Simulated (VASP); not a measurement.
Input of a VASP 6.6.1 run:

Contents of INCAR:

```
SYSTEM = LiBr
ALGO = Normal
EDIFF = 1E-8
ENCUT = 650
GGA = PS
GGA_COMPAT = .FALSE.
ISIF = 2
ISMEAR = -1
LASPH = .TRUE.
LCHARG = .FALSE.
LEFG = .TRUE.
LREAL = .FALSE.
LWAVE = .FALSE.
NBANDS = 12
NELM = 120
PREC = Accurate
SIGMA = 0.03
```

KPOINTS

```
k-points
0
G
  9 9 9
  0 0 0
```

File POSCAR:

```
LiBr
1.0
    0.0000000000      2.7226905798      2.7226905798
    2.7226905798      0.0000000000      2.7226905798
    2.7226905798      2.7226905798      0.0000000000
Li Br
1 1
Direct
    0.0000000000      0.0000000000      0.0000000000
    0.5000000000      0.5000000000      0.5000000000
```

Potentials or basis: VASP PAW PBE potentials, release 64 (Li_sv, Br).

Command:

```console
$ cat potpaw_PBE.64/Li_sv/POTCAR potpaw_PBE.64/Br/POTCAR > POTCAR
$ mpirun -np 1 vasp_std > vasp.out
```

Q: Estimate the band gap on the k mesh.

A: 4.91 eV.

Q: What does it give for the pressure?

A: -0.6 GPa.

Caveat: the PAW data sets were made with another functional, which shifts forces and pressure a little; an odd mesh through Γ misses points on the zone boundary, where band edges can lie.
